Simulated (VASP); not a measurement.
# Ir (Fm-3m) in VASP: further runs, part 2 of 2

VASP 6.6.1. Earlier steps stand in the parts before.

**5. Single point, PBE (volume scaled by 0.9405)**

File INCAR:

```
SYSTEM = Ir
ALGO = Normal ; EDIFF = 1E-6
ENCUT = 520 ; GGA = PE
ISIF = 2 ; ISMEAR = -1
LASPH = .True. ; LCHARG = .False.
LREAL = .False. ; LWAVE = .False.
NBANDS = 10 ; NELM = 100
PREC = Accurate ; SIGMA = 0.03
```

File KPOINTS:

```
k-points
0
Gamma
  18 18 18
  0 0 0
```

File POSCAR:

```
Ir
1.0
    0.0000000000      1.8879624468      1.8879624468
    1.8879624468      0.0000000000      1.8879624468
    1.8879624468      1.8879624468      0.0000000000
Ir
1
Direct
    0.0000000000      0.0000000000      0.0000000000
```

Potentials or basis: VASP PAW PBE potentials, release 64 (Ir).

The run is started by

```
> cat potpaw_PBE.64/Ir/POTCAR > POTCAR
> mpirun -np 1 vasp_std > vasp.out
```

OUTCAR:

```text
SYSTEM = Ir
   EDIFF = 1E-6
   ENCUT = 520
   GGA = PE
   ISIF = 2
   ISMEAR = -1
   LASPH = .True.
   LREAL = .False.
   NELM = 100
   PREC = Accurate

 ion  position               nearest neighbor table
   1  0.000  0.000  0.000-

  LATTYP: Found a face centered cubic cell.
 ALAT       =     3.7759248936

  Lattice vectors:

 A1 = (   0.0000000000,   1.8879624468,   1.8879624468)
 A2 = (   1.8879624468,   0.0000000000,   1.8879624468)
 A3 = (   1.8879624468,   1.8879624468,   0.0000000000)

Analysis of symmetry for initial positions (statically):
=====================================================================
 Subroutine PRICEL returns:
 Original cell was already a primitive cell.

 Routine SETGRP: Setting up the symmetry group for a
 face centered cubic supercell.

 Subroutine GETGRP returns: Found 48 space group operations
 (whereof 48 operations were pure point group operations)
 out of a pool of 48 trial point group operations.

The static configuration has the point symmetry O_h .

Analysis of symmetry for dynamics (positions and initial velocities):
=====================================================================
 Subroutine PRICEL returns:
 Original cell was already a primitive cell.

 Routine SETGRP: Setting up the symmetry group for a
 face centered cubic supercell.

 Subroutine GETGRP returns: Found 48 space group operations
 (whereof 48 operations were pure point group operations)
 out of a pool of 48 trial point group operations.

The dynamic configuration has the point symmetry O_h .

 Subroutine INISYM returns: Found 48 space group operations
 (whereof 48 operations are pure point group operations),
 and found     1 'primitive' translations

----------------------------------------------------------------------------------------

                                     Primitive cell

  volume of cell :      13.4589

  direct lattice vectors                    reciprocal lattice vectors
[... 103 lines left out ...]
   IMIX   =      4    mixing-type and parameters
     AMIX     =   0.40;   BMIX     =  1.00
     AMIX_MAG =   1.60;   BMIX_MAG =  1.00
  volume/ion in A,a.u.               =      13.46        90.83
  Fermi-wavevector in a.u.,A,eV,Ry     =   1.431591  2.705315 27.884501  2.049453
  Thomas-Fermi vector in A             =   2.551311
   LORBIT       =      0    0 simple, 1 ext, 2 COOP (PROOUT), +10 PAW based schemes
   GGA     = PE    functional components
   LHFCALC =     F    Hartree Fock is set to
   AEXX    =    0.0000 exact exchange contribution
   IVDW    =     0    specifies the selected vdW correction
   LEPSILON=     F    determine dielectric tensor
   LRPA    =     F    only Hartree local field effects (RPA)
 non-spin polarized calculation
  energy-cutoff  :      520.00
  volume of cell :       13.46
 maximum number of plane-waves:       375
   NGX =  9   NGY =  9   NGZ =  9

 number of electron       9.0000001 magnetization

 Free energy of the ion-electron system (eV)
  ---------------------------------------------------
  ext. energy  EPLUGINS =         0.00000000
  ---------------------------------------------------
  free energy    TOTEN  =        -8.75405107 eV

  energy without entropy =       -8.75128042  energy(sigma->0) =       -8.75266574

 E-fermi :  11.3411     XC(G=0): -14.2867

 val. band max:       11.3319787363   @ k =   0.5000   0.2222   0.1111
 cond. band min:      11.3506868895   @ k =   0.3333   0.1111   0.0556
 fundamental gap:      0.0187081532
 Fermi energy:        11.3411129347

 k-point     1 :       0.0000    0.0000    0.0000
  band No.  band energies     occupation
      1      -0.3712      2.00000
      2       7.1035      2.00000
      3       7.1035      2.00000
      4       7.1035      2.00000
      5      10.0152      2.00000
      6      10.0152      2.00000
      7      25.5070      0.00000
      8      31.3969      0.00000
      9      31.3969      0.00000
     10      31.3969      0.00000
[... 287 lines left out ...]
 k-point    24 :      -0.2222    0.0556    0.0000
  band No.  band energies     occupation
      1       1.9332      2.00000
      2       6.3964      2.00000
      3       7.5906      2.00000
      4       7.6885      2.00000
      5       9.6872      2.00000
      6      10.6257      2.00000
      7      25.6532      0.00000
      8      28.5431      0.00000
      9      33.9069      0.00000
     10      35.1700      0.00000

 [... further k-points ...]
[... 5 lines left out ...]
  --------------------------------------------------------------------------------------
  -------------------------------------------------------------------------------------
  Total        2.6976904      2.6976904      2.6976904      0.0000000      0.0000000      0.0000000
  in kB      321.1386999    321.1386999    321.1386999      0.0000000      0.0000000      0.0000000
  external PRESSURE =     321.1386999 kB  Pullay stress =       0.0000000 kB

 VOLUME and BASIS-vectors are now :
 -----------------------------------------------------------------------------
  energy-cutoff  :      520.00
  volume of cell :       13.46
      direct lattice vectors                 reciprocal lattice vectors
     0.000000000  1.887962447  1.887962447    -0.264835776  0.264835776  0.264835776
     1.887962447  0.000000000  1.887962447     0.264835776 -0.264835776  0.264835776
     1.887962447  1.887962447  0.000000000     0.264835776  0.264835776 -0.264835776

 POSITION                                       TOTAL-FORCE (eV/Angst)
 -----------------------------------------------------------------------------------
      0.00000      0.00000      0.00000         0.000000     -0.000000      0.000000
 -----------------------------------------------------------------------------------
    total drift:                               -0.000000     -0.000000      0.000000

  FREE ENERGIE OF THE ION-ELECTRON SYSTEM (eV)
  ---------------------------------------------------
  free  energy   TOTEN  =        -8.7540510689 eV

  energy  without entropy=       -8.7512804181  energy(sigma->0) =       -8.75266574
```

Run time: 15 s. Hardware: 1 thread of AMD EPYC 7R13 (Zen 3), shared host; peak memory 0.12 GiB.

Results:

* Free energy: -8.7541 eV
* Pressure: 32.1 GPa

Caveat: spin-orbit coupling is left out, which moves the levels of the heavy elements.

**6. Single point, PBE (volume scaled by 0.97)**

File INCAR:

```
  ALGO = Normal
  EDIFF = 1E-6
  ENCUT = 520
  GGA = PE
  ISIF = 2
  ISMEAR = -1
  LASPH = True
  LCHARG = False
  LREAL = False
  LWAVE = False
  NBANDS = 10
  NELM = 60
  PREC = Accurate
  SIGMA = 0.03
```

File KPOINTS:

```
k-points
0
Gamma
  18 18 18
```

File POSCAR:

```
Ir
1.0
    0.0000000000      1.9074990472      1.9074990472
    1.9074990472      0.0000000000      1.9074990472
    1.9074990472      1.9074990472      0.0000000000
Ir
1
Direct
    0.0000000000      0.0000000000      0.0000000000
```

Potentials or basis: VASP PAW PBE potentials, release 64 (Ir).

The run is started by

```
> cat potpaw_PBE.64/Ir/POTCAR > POTCAR
> mpirun -np 1 vasp_std > vasp.out
```

It took 16 s on 1 thread of AMD EPYC 7R13 (Zen 3), shared host; peak memory 0.12 GiB.

Results (log left out):

* Free energy: -8.8191 eV
* Pressure: 17.6 GPa

Levels at points of the mesh, in eV from the Fermi level:
```csv
k point,band 1,band 2,band 3,band 4,band 5,band 6,band 7,band 8,band 9
"(0.00, 0.00, 0.00)",-11.37,-4.04,-4.04,-4.04,-1.27,-1.27,14.24,19.95,19.95
"(0.50, 0.00, 0.00)",-8.34,-4.15,-4.15,-0.85,0.89,0.89,7.43,13.79,19.92
"(0.50, 0.50, 0.00)",-8.18,-7.59,0.86,1.49,1.49,1.66,10.74,11.76,11.76
```

Caveat: spin-orbit coupling is left out, which moves the levels of the heavy elements.

**7. Overview**

```csv
level,spin,cell,gap on the mesh (eV),pressure (GPa)
PBEsol,off,"a = 2.725 Å, angles 60.0°, 1 atom",none,-6.0
PBE,off,"a = 2.725 Å, angles 60.0°, 1 atom",none,5.2
PBE,"non-collinear, zero start, SOC","a = 2.725 Å, angles 60.0°, 1 atom",-,6.3
PBE,off,"a = 2.670 Å, angles 60.0°, 1 atom",none,32.1
PBE,off,"a = 2.698 Å, angles 60.0°, 1 atom",none,17.6
```

Alike in all rows: task single point; potentials or basis VASP PAW PBE potentials, release 64 (Ir); k mesh 18 × 18 × 18; cutoff (eV) 520; smearing fermi-dirac 0.03 eV.

The pressure there spans -6.0 GPa (PBEsol) to 6.3 GPa (PBE); a positive pressure means that this level wants a larger cell, a negative one a smaller.

Caveats: spin-orbit coupling is left out, which moves the levels of the heavy elements (some runs); the PAW data sets were made with another functional, which shifts forces and pressure a little (some runs).

Absolute energies hang on the potentials; compare differences alone.
